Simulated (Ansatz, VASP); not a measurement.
One calculation of AlCo, two programs

```
CELL_PARAMETERS angstrom
2.79375 0.00000 0.00000
0.00000 3.95096 0.00000
0.00000 0.00000 19.95100
ATOMIC_POSITIONS crystal
Co 0.75000 0.25000 0.40517
Co 0.75000 0.75000 0.50000
Co 0.75000 0.25000 0.59483
Al 0.25000 0.75000 0.39675
Al 0.25000 0.25000 0.50000
Al 0.25000 0.75000 0.60325
```

Alike in both runs: functional LDA; k mesh 15 × 10 × 1; occupations fermi-dirac, width 0.05 eV; no spin polarisation.

Ansatz relaxed the structure, and its values are those at the end. VASP's run is a single point on that final structure, the one shown.

```csv
,VASP,Ansatz
version,VASP 6.6.1,Ansatz 0.2.0
potentials or method,"VASP PAW LDA potentials, release 64 (Co, Al), cutoff 520 eV","all-electron LAPW, scalar-relativistic"
```

Ansatz gave:

* rms of the force components (eV/Å): 0.002

Q: What did VASP give for the same quantities?

A: rms of the force components (eV/Å): 0.011.

LDA's correlation is that of Perdew and Zunger in VASP and of Perdew and Wang (1992) in Ansatz. Ansatz ran all-electron here, and VASP with PAW potentials.
